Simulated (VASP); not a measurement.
# Au (Fd-3m) in VASP: notebook, part 2 of 2

VASP 6.6.1. Earlier steps stand in the parts before.

## (4) Relaxation of cell and atoms, PBE

Contents of INCAR:

```
SYSTEM = Au
PREC = Accurate
ENCUT = 600
EDIFF = 1E-6
ISMEAR = 0
SIGMA = 0.1
LREAL = .FALSE.
LASPH = .TRUE.
NELM = 80
ALGO = Normal
ISIF = 3
LWAVE = .FALSE.
LCHARG = .FALSE.
GGA = PE
IBRION = 2
NSW = 90
EDIFFG = -0.04
```

Contents of KPOINTS:

```
regular mesh
0
G
  6 6 6
  0 0 0
```

Contents of POSCAR:

```
Au
1.0
    0.0000000000      2.7470280705      2.7470280705
    2.7470280705      0.0000000000      2.7470280705
    2.7470280705      2.7470280705      0.0000000000
Au
2
Direct
    0.5000000000      0.5000000000      0.5000000000
    0.7500000000      0.7500000000      0.7500000000
```

On the command line:

```bash
cat potpaw_PBE.64/Au/POTCAR > POTCAR
mpirun -np 1 vasp_std > vasp.out
```

Wall time 69 s (1 thread of Intel Xeon 8259CL, shared host); peak memory 0.19 GiB.

It converged, with:

* Free energy: -4.9993 eV
* Relaxed volume: 29.35 Å³/atom
* Relaxed cell: a = 4.362 Å, b = 4.362 Å, c = 4.362 Å, α = 60.00°, β = 60.00°, γ = 60.00°
* Space group after relaxing (to 0.1 Å): Fd-3m (No. 227)
* Energy gained by relaxing: 884.5 meV/atom
* Ionic steps: 5
* Pressure after relaxing: 0.0 GPa
* Band gap on the k mesh: zero (bands 11 and 12 overlap by 0.64 eV)

The path:
```csv
step,energy change (eV),largest force (eV/Å),pressure (GPa),volume (Å³)
1,0.0000,0.0000,48.09,41.46
2,-0.6639,0.0000,-6.74,91.13
3,-1.7635,0.0000,-1.18,60.17
4,-1.7676,0.0000,-0.62,59.45
5,-1.7690,0.0000,0.02,58.70
```

Final structure:
```yaml
crystal:
  lattice:
    - [0.00000, 3.08457, 3.08457]
    - [3.08457, 0.00000, 3.08457]
    - [3.08457, 3.08457, 0.00000]
  atoms:
    - { symbol: Au, position: [0.50000, 0.50000, 0.50000] }
    - { symbol: Au, position: [0.75000, 0.75000, 0.75000] }
```

Levels at points of the mesh, in eV from the Fermi level:
```tsv
k point	band 9	band 10	band 11	band 12	band 13	band 14
(0.00, 0.00, 0.00)	-2.44	-1.48	-1.48	8.19	9.21	9.21
(0.50, 0.00, 0.00)	-1.61	-1.61	-0.95	-0.60	6.47	6.47
(0.50, 0.50, 0.00)	-1.44	-1.44	0.03	0.03	3.54	3.54
```

Caveat: the volume moved by over 15 % at a fixed basis, so the end points are rough; spin-orbit coupling is left out, which moves the levels of the heavy elements.

## (5) Single point, PBE

This run uses another cell than the first one, of 29.27 Å³/atom.

Contents of INCAR:

```
PREC     = Accurate       # precision mode
ENCUT    = 520            # plane-wave cutoff, eV
EDIFF    = 1E-6           # SCF threshold, eV
ISMEAR   = 0              # smearing method
SIGMA    = 0.1            # smearing width, eV
LREAL    = False          # projectors in reciprocal space
LASPH    = True           # aspherical terms in the spheres
NELM     = 100            # most SCF steps
ALGO     = Fast           # electronic algorithm
ISIF     = 2              # what is computed and relaxed
LWAVE    = False          # write WAVECAR
LCHARG   = True           # write CHGCAR
GGA      = PE             # functional
LELF     = True           # ELF
LVHAR    = True         
NBANDS   = 18             # bands
```

Contents of KPOINTS:

```
Automatic mesh
0
Gamma
  16 16 16
```

Contents of POSCAR:

```
Au
1.0
    0.0000000000      3.0818795769      3.0818795769
    3.0818795769      0.0000000000      3.0818795769
    3.0818795769      3.0818795769      0.0000000000
Au
2
Direct
    0.0000000000      0.0000000000      0.0000000000
    0.2500000000      0.2500000000      0.2500000000
```

On the command line:

```bash
cat potpaw_PBE.64/Au/POTCAR > POTCAR
mpirun -np 1 vasp_std > vasp.out
```

Run time: 2.4 min. Hardware: 1 thread of Intel Xeon 8259CL, shared host; peak memory 0.27 GiB.

The run converged. Its results:

```yaml
Free_energy: -5.0191 eV
Pressure: -0.1 GPa
Band_gap_on_the_k_mesh: zero (bands 11 and 12 overlap by 0.64 eV)
```

Levels at points of the mesh, in eV from the Fermi level:
| k point | band 8 | band 9 | band 10 | band 11 | band 12 | band 13 | band 14 | band 15 |
| --- | --- | --- | --- | --- | --- | --- | --- | --- |
| (0.00, 0.00, 0.00) | -2.22 | -2.22 | -1.26 | -1.26 | 8.44 | 9.45 | 9.45 | 9.45 |
| (0.50, 0.00, 0.00) | -2.00 | -1.39 | -1.39 | -0.73 | -0.38 | 6.71 | 6.71 | 8.61 |
| (0.50, 0.50, 0.00) | -2.68 | -1.23 | -1.23 | 0.26 | 0.26 | 3.77 | 3.77 | 7.96 |

Caveat: spin-orbit coupling is left out, which moves the levels of the heavy elements.

## (6) Relaxation of cell and atoms, PBE

This run uses another cell than the first one, of 29.27 Å³/atom.

Contents of INCAR:

```
SYSTEM = Au
  ALGO = Fast
  EDIFF = 1E-6
  EDIFFG = -0.01
  ENCUT = 600
  GGA = PE
  IBRION = 2
  ISIF = 3
  ISMEAR = 0
  LASPH = .TRUE.
  LCHARG = .FALSE.
  LREAL = .FALSE.
  LWAVE = .FALSE.
  NELM = 80
  NSW = 100
  PREC = Accurate
  SIGMA = 0.1
```

Contents of KPOINTS:

```
k-points
0
G
  16 16 16
  0 0 0
```

POSCAR is that of step 5.

Potentials or basis: VASP PAW PBE potentials, release 64 (Au).

On the command line:

```bash
cat potpaw_PBE.64/Au/POTCAR > POTCAR
mpirun -np 1 vasp_std > vasp.out
```

Wall time 4.5 min (1 thread of Intel Xeon 8259CL, shared host); peak memory 0.31 GiB.

Results (log left out):

```
Free energy                           : -5.0192 eV
Relaxed volume                        : 29.21 Å³/atom
Relaxed cell                          : a = 4.355 Å, b = 4.355 Å, c = 4.355 Å, α = 60.00°, β = 60.00°, γ = 60.00°
Space group after relaxing (to 0.1 Å) : Fd-3m (No. 227)
Energy gained by relaxing             : 0.0 meV/atom
Ionic steps                           : 2
Pressure after relaxing               : 0.0 GPa
Band gap on the k mesh                : zero (bands 11 and 12 overlap by 0.64 eV)
```

Final structure:
```xyz
2
Lattice="0.0000 3.0797 3.0797 3.0797 0.0000 3.0797 3.0797 3.0797 0.0000" Properties=species:S:1:pos:R:3 pbc="T T T"
Au    0.0000    0.0000    0.0000
Au    1.5399    1.5399    1.5399
```

Levels at points of the mesh, in eV from the Fermi level:
```tsv
k point	band 7	band 8	band 9	band 10	band 11	band 12	band 13	band 14	band 15
(0.00, 0.00, 0.00)	-2.23	-2.23	-2.23	-1.26	-1.26	8.46	9.47	9.47	9.47
(0.50, 0.00, 0.00)	-2.00	-2.00	-1.39	-1.39	-0.74	-0.38	6.72	6.72	8.62
(0.50, 0.50, 0.00)	-2.69	-2.69	-1.23	-1.23	0.26	0.26	3.77	3.77	7.97
```

Caveat: spin-orbit coupling is left out, which moves the levels of the heavy elements.

## (7) Overview

| task | cell | k mesh | cutoff (eV) | gap on the mesh (eV) | pressure (GPa) | relaxed volume (Å³/atom) |
| --- | --- | --- | --- | --- | --- | --- |
| single point | a = 3.885 Å, angles 60.0°, 2 atoms | 6 × 6 × 6 | 520 | none | 48.0 | - |
| single point | a = 4.358 Å, angles 60.0°, 2 atoms | 6 × 6 × 6 | 520 | none | 0.1 | - |
| relaxation of cell and atoms | relaxed from a = 3.885 Å, angles 60.0°, 2 atoms | 6 × 6 × 6 | 600 | none | 0.0 | 29.35 |
| single point | a = 4.358 Å, angles 60.0°, 2 atoms | 16 × 16 × 16 | 520 | none | -0.1 | - |
| relaxation of cell and atoms | relaxed from a = 4.358 Å, angles 60.0°, 2 atoms | 16 × 16 × 16 | 600 | none | 0.0 | 29.21 |

Alike in all rows: level PBE; potentials or basis VASP PAW PBE potentials, release 64 (Au); no spin polarisation; smearing gaussian 0.1 eV.

Caveats: spin-orbit coupling is left out, which moves the levels of the heavy elements; the cell stands under pressure (at least some runs); the volume moved by over 15 % at a fixed basis, so the end points are rough (at least some runs).

Total energies depend on the potentials used, so only differences within one code and one set of settings carry meaning.
